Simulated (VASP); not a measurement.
Set up this calculation in VASP 6.6.1, as the native input.

```
Task                   : single point
Functional             : PBE
Potentials or basis    : VASP PAW PBE potentials, release 64 (Si, W_sv)
Cutoff                 : 520 eV
k mesh                 : 9 × 9 × 6
Occupations            : gaussian, width 0.03 eV
Spin                   : no spin polarisation
Dipole correction      : no
Further INCAR settings : ALGO = Normal; EDIFF = 1e-07; NBANDS = 43
```

The structure of Si2W lies in POSCAR:

```
Si2W
1.0
    4.6646658316      0.0000000000      0.0000000000
   -2.3323329158      4.0397191103      0.0000000000
    0.0000000000      0.0000000000      6.5044100356
Si W
6 3
Direct
    0.8050634200      0.6101268399      0.5000000000
    0.1949365800      0.8050634200      0.8333333333
    0.6101268399      0.8050634200      0.1666666667
    0.1949365800      0.3898731601      0.5000000000
    0.8050634200      0.1949365800      0.8333333333
    0.3898731601      0.1949365800      0.1666666667
    0.0000000000      0.5000000000      0.1666666667
    0.5000000000      0.5000000000      0.8333333333
    0.5000000000      0.0000000000      0.5000000000
```

This cell differs from its parent crystal: c/a of the conventional cell at fixed volume 1.3944.

The input as run:

INCAR

```
SYSTEM = Si2W
PREC     = Accurate       ! precision mode
ENCUT    = 520            ! plane-wave cutoff, eV
EDIFF    = 1E-7           ! SCF threshold, eV
ISMEAR   = 0              ! smearing method
SIGMA    = 0.03           ! smearing width, eV
LREAL    = .False.        ! projectors in reciprocal space
LASPH    = .True.         ! aspherical terms in the spheres
NELM     = 60             ! most SCF steps
ALGO     = Normal         ! electronic algorithm
ISIF     = 2              ! what is computed and relaxed
LWAVE    = .False.        ! write WAVECAR
LCHARG   = .False.        ! write CHGCAR
GGA      = PE             ! functional
NBANDS   = 43             ! bands
```

KPOINTS

```
Automatic mesh
0
Gamma
  9 9 6
  0 0 0
```

Potentials or basis: VASP PAW PBE potentials, release 64 (Si, W_sv).

Run with:

```console
$ cat potpaw_PBE.64/Si/POTCAR potpaw_PBE.64/W_sv/POTCAR > POTCAR
$ mpirun -np 1 vasp_std > vasp.out
```

It gave:

The pressure is 10.4 GPa. The largest force is 3.341 eV/Å. The band gap on the k mesh is 0.35 eV, indirect (least direct gap 0.54 eV).

Caveat: spin-orbit coupling is left out, which moves the levels of the heavy elements; forces of over 1 eV/Å act on the atoms, so gaps and moduli don't describe the material at rest.

Run time: 3.6 min on 1 thread of Intel Xeon 6975P-C, on a shared host, peak memory 0.35 GiB.
